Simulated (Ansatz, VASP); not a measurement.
# Two plane-wave programs on Al2Au

File POSCAR:

```
Al2Au
1.0
    0.0000000000      3.0588384673      3.0588384673
    3.0588384673      0.0000000000      3.0588384673
    3.0588384673      3.0588384673      0.0000000000
Au Al
1 2
Direct
    0.0000000000      0.0000000000      0.0000000000
    0.7500000000      0.7500000000      0.7500000000
    0.2500000000      0.2500000000      0.2500000000
```

The input INCAR.step1:

```
  ALGO = Normal
  EDIFF = 1E-4
  ENCUT = 520
  GGA = PE
  ISMEAR = -1
  LASPH = True
  LCHARG = False
  LREAL = False
  LWAVE = True
  NBANDS = 16
  NELM = 80
  PREC = Accurate
  SIGMA = 0.05
```

File INCAR.step2:

```
  ALGO = Normal
  EDIFF = 1E-6
  ENCUT = 520
  ISIF = 2
  ISMEAR = -1
  ISTART = 1
  LASPH = True
  LCHARG = False
  LMIXTAU = True
  LREAL = False
  LWAVE = False
  METAGGA = R2SCAN
  NBANDS = 16
  NELM = 80
  PREC = Accurate
  SIGMA = 0.05
```

The input KPOINTS:

```
k-points
0
Gamma
  8 8 8
```

Contents of input.yaml:

```yaml
crystal:
  lattice:
    - [0.0, 3.0588384673, 3.0588384673]
    - [3.0588384673, 0.0, 3.0588384673]
    - [3.0588384673, 3.0588384673, 0.0]
  atoms:
    - { symbol: Au, position: [0.0, 0.0, 0.0] }
    - { symbol: Al, position: [0.75, 0.75, 0.75] }
    - { symbol: Al, position: [0.25, 0.25, 0.25] }
hamiltonian:
  xc: r2scan
  pseudopotentials: { kind: paw }
kpoints:
  mp_grid: { grid: [8, 8, 8] }
scf:
  occupations: { method: fermi_dirac, width: 0.05 }
output:
  forces: true
  stress: true
  eigenvalues: true
```

Alike in both runs: task single point; functional r2SCAN; k mesh 8 × 8 × 8; occupations fermi-dirac, width 0.05 eV; no spin polarisation.

|  | VASP | Ansatz |
| --- | --- | --- |
| version | VASP 6.6.1 | Ansatz 0.2.0 |
| potentials or method | VASP PAW PBE potentials, release 64 (Au, Al) | Ansatz PAW |
| plane-wave cutoff (eV) | 520 | 500 |
| valence electrons in the cell | 17 | 25 |

VASP gave:

| Quantity | Value |
| --- | --- |
| gap on the k mesh at the Fermi level (eV) | none |
| pressure (GPa) | -5.9 |

Task: Which values does Ansatz return?

Result: gap on the k mesh at the Fermi level (eV): none; pressure (GPa): -5.6.

VASP's potentials were made for PBE, not for r2SCAN. A gap of «none» marks a metal or a gap that the smearing closes. VASP's potentials hold 17 valence electrons a cell and Ansatz's 25, so a difference there can come from the potentials and not from the codes.

Spin-orbit coupling is off throughout.
